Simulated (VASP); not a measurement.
A run of VASP 6.6.1 is set up as follows.

File INCAR:

```
ALGO = Normal ; EDIFF = 1E-8
ENCUT = 520 ; GGA = PS
ISIF = 2 ; ISMEAR = -1
LASPH = T ; LCHARG = F
LEFG = T ; LREAL = F
LWAVE = F ; NBANDS = 14
NELM = 100 ; PREC = Accurate
SIGMA = 0.08
```

File KPOINTS:

```
k-points
0
Gamma
  16 16 16
```

The input POSCAR:

```
Rh
1.0
    0.0000000000      1.8630621781      1.8630621781
    1.8630621781      0.0000000000      1.8630621781
    1.8630621781      1.8630621781      0.0000000000
Rh
1
Direct
    0.0000000000      0.0000000000      0.0000000000
```

Potentials or basis: VASP PAW PBE potentials, release 64 (Rh_pv).

Run with:

```console
$ cat potpaw_PBE.64/Rh_pv/POTCAR > POTCAR
$ mpirun -np 1 vasp_std > vasp.out
```

Q: Estimate the pressure.

A: 14.4 GPa.

Caveat: without QUAD_EFG the Cq values of the log hold for a quadrupole moment of 1 mb, not for the nuclei; the PAW data sets were made with another functional, which shifts forces and pressure a little.
